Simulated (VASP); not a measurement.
# Pt7Se16 (a cell with a defect) in VASP: further runs, part 2 of 2

VASP 6.6.1.

## (4) Single point, PBE

File INCAR:

```
  ALGO = Normal
  EDIFF = 1E-6
  ENCUT = 520
  GGA = PE
  ISIF = 2
  ISMEAR = 1
  LASPH = T
  LCHARG = T
  LELF = T
  LREAL = Auto
  LVHAR = T
  LWAVE = F
  NBANDS = 100
  NELM = 80
  PREC = Accurate
  SIGMA = 0.15
```

File KPOINTS:

```
k-points
0
Gamma
  2 2 2
```

File POSCAR:

```
Pt7Se16
1.0
    7.5301619300     -0.0000000400      0.0000000000
   -3.7650800000      6.5213120800      0.0000000000
    0.0000000000      0.0000000000     10.1632320000
Se Pt
16 7
Direct
    0.1846823154      0.3528118236      0.1283738283
    0.3329214353      0.1692164092      0.3610857255
    0.0685393733      0.2701290754      0.6000090326
    0.3538532534      0.1929662311      0.8712848432
    0.1828730927      0.8575544214      0.1229959131
    0.3605192752      0.6993393290      0.3624154206
    0.1791490803      0.8707062225      0.6356749506
    0.3467494507      0.6839494812      0.8703885732
    0.6751360881      0.3452731597      0.1277859248
    0.8632881403      0.1895636981      0.4107021270
    0.6208561184      0.3485333928      0.6297727927
    0.8474135139      0.1882076826      0.8730589836
    0.6823499962      0.8593881045      0.1299105442
    0.9869069342      0.5673303154      0.3432133597
    0.6323202808      0.7965791181      0.6331489825
    0.8468000911      0.6868830964      0.8780491285
    0.0141004605      0.0206289776      0.0000444740
    0.0148514233      0.5208260177      0.0009139809
   -0.1478284582      0.6780521987      0.5147134297
    0.5132544068      0.0167454063     -0.0023095015
    0.5065072879      0.0196964995      0.5028450595
    0.5167454764      0.5237055026      0.0046238244
    0.4240993284      0.4715380861      0.5068541188
```

On the command line:

```bash
$ cat potpaw_PBE.64/Se/POTCAR potpaw_PBE.64/Pt/POTCAR > POTCAR
$ mpirun -np 1 vasp_std > vasp.out
```

Run time: 17 min. Hardware: 1 thread of Intel Xeon Platinum 8259CL at 2.50GHz (Skylake/Cascade Lake), shared host; peak memory 0.66 GiB.

It converged, with:

```
Free energy            : -103.6103 eV
Pressure               : 2.3 GPa
Largest force          : 0.607 eV/Å
Band gap on the k mesh : zero (bands 83 and 84 overlap by 0.22 eV)
```

Forces in eV/Å, atoms in the order of the input:
```
Se   0.033 -0.019 -0.082
Se   0.069  0.134  0.021
Se   0.115  0.286  0.126
Se  -0.083 -0.046  0.052
Se  -0.015 -0.047 -0.049
Se   0.304  0.068 -0.055
Se  -0.110  0.054 -0.161
Se  -0.028  0.025  0.079
Se  -0.041  0.022  0.083
Se   0.131 -0.243 -0.149
Se  -0.023 -0.351  0.069
Se   0.035  0.002 -0.030
Se  -0.038 -0.058  0.051
Se  -0.567 -0.094  0.194
Se   0.015  0.015 -0.002
Se   0.052 -0.013 -0.161
Pt  -0.096  0.068 -0.037
Pt  -0.092 -0.100 -0.098
Pt   0.065  0.257  0.267
Pt   0.065  0.117 -0.078
Pt   0.027 -0.024 -0.004
Pt   0.035 -0.048 -0.035
Pt   0.146 -0.005  0.000
```

Stress tensor (GPa, compression positive):
```
 1.48  0.10 -0.68
 0.10  2.05 -0.13
-0.68 -0.13  3.52
```

Levels at points of the mesh, in eV from the Fermi level:
| k point | band 80 | band 81 | band 82 | band 83 | band 84 | band 85 | band 86 | band 87 |
| --- | --- | --- | --- | --- | --- | --- | --- | --- |
| (0.00, 0.00, 0.00) | -0.77 | -0.66 | -0.25 | 0.00 | 0.47 | 0.58 | 0.73 | 0.87 |
| (0.50, 0.00, 0.00) | -0.71 | -0.46 | -0.40 | -0.23 | 0.19 | 0.32 | 0.63 | 0.85 |
| (0.00, 0.50, 0.00) | -0.83 | -0.61 | -0.43 | -0.29 | 0.07 | 0.38 | 0.55 | 0.68 |
| (0.50, 0.50, 0.00) | -0.90 | -0.58 | -0.52 | -0.29 | -0.15 | 0.34 | 0.42 | 0.66 |
| (0.00, 0.00, 0.50) | -0.78 | -0.47 | -0.21 | -0.05 | 0.25 | 0.56 | 0.85 | 1.12 |
| (0.50, 0.00, 0.50) | -0.78 | -0.54 | -0.28 | -0.12 | 0.01 | 0.29 | 0.50 | 0.60 |
| (0.00, 0.50, 0.50) | -0.89 | -0.58 | -0.46 | 0.07 | 0.20 | 0.31 | 0.51 | 0.56 |
| (0.50, 0.50, 0.50) | -0.77 | -0.61 | -0.37 | -0.05 | 0.04 | 0.36 | 0.46 | 0.63 |

Caveat: the k points lie up to 0.48 Å⁻¹ apart; spin-orbit coupling is left out, which moves the levels of the heavy elements.

## (5) Single point, PBE

File INCAR:

```
SYSTEM = Pt7Se16
PREC = Accurate
ENCUT = 520
EDIFF = 1E-6
ISMEAR = 1
SIGMA = 0.15
LREAL = Auto
LASPH = .TRUE.
NELM = 100
ALGO = Normal
ISIF = 2
LWAVE = .FALSE.
LCHARG = .FALSE.
GGA = PE
NBANDS = 100
```

File KPOINTS:

```
Automatic mesh
0
G
  2 2 2
  0 0 0
```

File POSCAR:

```
Pt7Se16
1.0
    7.5301619300     -0.0000000400      0.0000000000
   -3.7650800000      6.5213120800      0.0000000000
    0.0000000000      0.0000000000     10.1632320000
Se Pt
16 7
Direct
    0.1790069202      0.3486850467      0.1262360241
    0.3110107144      0.1404979552      0.3737456746
    0.0781466318      0.2681886684      0.5956525444
    0.3567190575      0.1922921337      0.8631895838
    0.1772618968      0.8536792809      0.1255377226
    0.3505565240      0.6867098153      0.3605045127
    0.1788223683      0.8341026990      0.6455775092
    0.3457772972      0.6817767589      0.8709382015
    0.6789232443      0.3485519477      0.1252437217
    0.8460068309      0.1534927361      0.4005764111
    0.6191119418      0.3285989075      0.6344250530
    0.8496635132      0.1860990578      0.8716441778
    0.6728560777      0.8578779789      0.1366940162
    0.9158195046      0.6013059931      0.3691860030
    0.6400852720      0.7919751366      0.6266608890
    0.8442176142      0.6860792704      0.8758640952
    0.0117770230      0.0180133996     -0.0003349328
    0.0138061770      0.5192829233     -0.0006913155
   -0.0326590156      0.9058775176      0.4948434711
    0.5115493117      0.0166251851     -0.0032148238
    0.4997299545      0.0002229643      0.5087779163
    0.5143487061      0.5216505481      0.0034833407
    0.4439552667      0.4712643683      0.5012143775
```

On the command line:

```bash
$ cat potpaw_PBE.64/Se/POTCAR potpaw_PBE.64/Pt/POTCAR > POTCAR
$ mpirun -np 1 vasp_std > vasp.out
```

It took 17 min on 1 thread of Intel Xeon Platinum 8259CL at 2.50GHz (Skylake/Cascade Lake), shared host; peak memory 0.66 GiB.

Results (log left out):

```yaml
Free_energy: -104.1745 eV
Pressure: 0.4 GPa
Largest_force: 1.802 eV/Å
Band_gap_on_the_k_mesh: zero (bands 83 and 84 overlap by 0.02 eV)
```

Forces in eV/Å, atoms in the order of the input:
```
Se  -0.005  0.023 -0.066
Se   0.189 -0.042  0.081
Se  -0.024 -0.146 -0.216
Se  -0.093 -0.174  0.092
Se   0.060 -0.107 -0.088
Se  -0.016 -0.103  0.126
Se   0.233 -0.369  0.131
Se  -0.027 -0.007  0.163
Se  -0.025  0.057  0.161
Se   0.159 -0.315 -0.074
Se   0.121 -0.152 -0.088
Se   0.128 -0.023 -0.158
Se  -0.079 -0.137 -0.065
Se  -0.391  0.253  0.320
Se   0.071  0.026 -0.151
Se   0.057  0.060 -0.064
Pt  -0.160 -0.004  0.011
Pt  -0.067 -0.187 -0.028
Pt  -0.199  1.787 -0.121
Pt   0.068  0.152 -0.055
Pt  -0.057 -0.165  0.099
Pt   0.083 -0.064 -0.015
Pt  -0.029 -0.366  0.006
```

Stress tensor (GPa, compression positive):
```
-0.08  0.42  0.11
 0.42  0.77 -0.16
 0.11 -0.16  0.55
```

Levels at points of the mesh, in eV from the Fermi level:
| k point | band 80 | band 81 | band 82 | band 83 | band 84 | band 85 | band 86 | band 87 |
| --- | --- | --- | --- | --- | --- | --- | --- | --- |
| (0.00, 0.00, 0.00) | -0.67 | -0.42 | -0.16 | -0.01 | 0.53 | 0.61 | 0.77 | 1.04 |
| (0.50, 0.00, 0.00) | -0.71 | -0.39 | -0.27 | -0.22 | 0.12 | 0.43 | 0.62 | 0.70 |
| (0.00, 0.50, 0.00) | -0.81 | -0.59 | -0.29 | -0.25 | 0.17 | 0.46 | 0.50 | 0.68 |
| (0.50, 0.50, 0.00) | -0.77 | -0.59 | -0.26 | -0.17 | 0.00 | 0.31 | 0.41 | 0.69 |
| (0.00, 0.00, 0.50) | -0.67 | -0.19 | -0.15 | -0.08 | 0.25 | 0.71 | 1.03 | 1.07 |
| (0.50, 0.00, 0.50) | -0.69 | -0.40 | -0.22 | -0.12 | 0.00 | 0.19 | 0.57 | 0.68 |
| (0.00, 0.50, 0.50) | -0.80 | -0.62 | -0.26 | 0.02 | 0.26 | 0.40 | 0.56 | 0.60 |
| (0.50, 0.50, 0.50) | -0.59 | -0.49 | -0.31 | -0.16 | 0.34 | 0.38 | 0.42 | 0.62 |

Caveat: the k points lie up to 0.48 Å⁻¹ apart; spin-orbit coupling is left out, which moves the levels of the heavy elements.

## (6) The runs side by side

| cell | gap on the mesh (eV) | pressure (GPa) | largest force (eV/Å) |
| --- | --- | --- | --- |
| as given, atomic positions A | none | 3.5 | 0.33 |
| as given, atomic positions B | none | 2.3 | 0.27 |
| as given, atomic positions C | none | 2.3 | 0.61 |
| as given, atomic positions D | none | 0.4 | 1.80 |

Alike in all rows: task single point; level PBE; potentials or basis VASP PAW PBE potentials, release 64 (Se, Pt); no spin polarisation; k mesh 2 × 2 × 2; cutoff (eV) 520; smearing methfessel-paxton 0.15 eV.

Caveats: all runs use coarse meshes; spin-orbit coupling is left out, which moves the levels of the heavy elements.

Total energies depend on the potentials used, so only differences within one code and one set of settings carry meaning.
